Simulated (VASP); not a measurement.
The system is W.

```
CELL_PARAMETERS angstrom
0.00000 2.04344 2.04344
2.04344 0.00000 2.04344
2.04344 2.04344 0.00000
ATOMIC_POSITIONS crystal
W 0.00000 0.00000 0.00000
```

Base run:

```yaml
Program: VASP 6.6.1
Functional: r2SCAN
Potentials_or_basis: VASP PAW PBE potentials, release 64 (W_sv)
Cutoff: 520 eV
k_mesh: 11 × 11 × 11
Occupations: fermi-dirac, width 0.05 eV
Spin: no spin polarisation
```

Its results: band gap on the k mesh zero (band 7 reaches 12.24 eV, above the bottom of band 8 at 9.27 eV); pressure -13.4 GPa.

After a change of settings the same cell gave: band gap on the k mesh zero (band 7 reaches 12.43 eV, above the bottom of band 8 at 9.45 eV); pressure -9.6 GPa. Which change was it?
A. functional from r2SCAN to PBE; further incar settings from ALGO = Normal; EDIFF = 1e-06; NBANDS = 13 to ALGO = Normal; EDIFF = 1e-07; NBANDS = 13
B. functional from r2SCAN to LDA; potentials or basis from VASP PAW PBE potentials, release 64 (W_sv) to VASP PAW LDA potentials, release 64 (W_sv)
C. functional from r2SCAN to PBEsol

A.

Caveats: spin-orbit coupling is left out, which moves the levels of the heavy elements; the PAW data sets were made with another functional, which shifts forces and pressure a little (some runs).
